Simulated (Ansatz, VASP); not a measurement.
One calculation of BaTiO3, two programs

```xyz
5
Lattice="3.9702 0.0000 0.0000 0.0000 3.9702 0.0000 0.0000 0.0000 3.9702" Properties=species:S:1:pos:R:3 pbc="T T T"
Ba    0.0000    0.0000    0.0000
Ti    1.9851    1.9851    1.9851
O     1.9851    1.9851    0.0000
O     0.0000    1.9851    1.9851
O     1.9851    0.0000    1.9851
```

Alike in both runs: task single point; functional PBEsol; k mesh 4 × 4 × 4; occupations gaussian, width 0.02 eV; no spin polarisation.

```csv
,VASP,Ansatz
version,VASP 6.6.1,Ansatz 0.2.0
potentials or method,"VASP PAW PBE potentials, release 64 (Ba_sv, Ti_sv, O), cutoff 600 eV","scalar-relativistic, plane waves, PAW"
valence electrons in the cell,40,40
```

Ansatz gave:

* gap on the k mesh at the Fermi level (eV): 1.80
* least direct gap on the mesh (eV): 1.87
* pressure (GPa): 0.0

**Question.** Estimate VASP's values.

**Answer.** gap on the k mesh at the Fermi level (eV): 1.73; least direct gap on the mesh (eV): 1.85; pressure (GPa): 1.9.

VASP's potentials were made for PBE, not for PBEsol, and Ansatz warns of the same on its side.

Spin-orbit coupling is off throughout.
